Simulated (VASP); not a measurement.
Runs of VASP 6.6.1 on ZrTa3N4. The structure is that of space group P-6m2 (No. 187), or close to it. The cells are those of the table. 

```csv
task,cell,k mesh,cutoff (eV),smearing,gap on the mesh (eV),pressure (GPa),relaxed volume (Å³/atom),largest force (eV/Å)
single point,"a = 5.981, b = 5.981, c = 2.912 Å, angles 90.0, 90.0, 120.0°, 8 atoms",3 × 3 × 4,520,gaussian 0.15 eV,none,0.2,-,0.04
relaxation of cell and atoms,"relaxed from a = 3.000, b = 3.000, c = 11.918 Å, angles 90.0, 90.0, 120.0°, 8 atoms",5 × 5 × 1,600,gaussian 0.15 eV,none,-0.1,11.27,-
single point,"a = 2.987, b = 2.987, c = 11.653 Å, angles 90.0, 90.0, 120.0°, 8 atoms",5 × 5 × 1,520,gaussian 0.15 eV,none,0.4,-,0.03
single point,"a = 2.987, b = 2.987, c = 11.637 Å, angles 90.0, 90.0, 120.0°, 8 atoms",12 × 12 × 4,520,gaussian 0.1 eV,none,(a),-,0.03
single point,"a = 2.901, b = 5.988, c = 5.988 Å, angles 120.0, 90.0, 90.0°, 8 atoms",8 × 6 × 6,520,gaussian 0.2 eV,none,0.6,-,0.02
single point,"a = 2.987, b = 2.987, c = 11.637 Å, angles 90.0, 90.0, 120.0°, 8 atoms",12 × 12 × 2,520,gaussian 0.2 eV,none,0.6,-,0.02
single point,"a = 5.988, b = 5.988, c = 2.901 Å, angles 90.0, 90.0, 120.0°, 8 atoms",6 × 6 × 10,520,gaussian 0.1 eV,none,0.6,-,0.02
relaxation of cell and atoms,"relaxed from a = 6.003, b = 6.003, c = 2.976 Å, angles 90.0, 90.0, 120.0°, 8 atoms",3 × 3 × 4,600,gaussian 0.15 eV,none,0.1,11.27,0.05
```

Alike in all rows: level PBE; potentials or basis VASP PAW PBE potentials, release 64 (Zr_sv, Ta_pv, N); no spin polarisation.

Question: Estimate the missing entries.

Answer: (a) 0.5.

Caveats: some runs use coarse meshes; spin-orbit coupling is left out, which moves the levels of the heavy elements; the relaxation stopped at a loose force limit of 0.08 eV/Å, so its end isn't a converged minimum (some runs).

A k mesh can miss the band edges, and the runs leave out spin-orbit coupling on Ta, Zr.

A gap of «none» marks levels without a gap at the run's occupations.
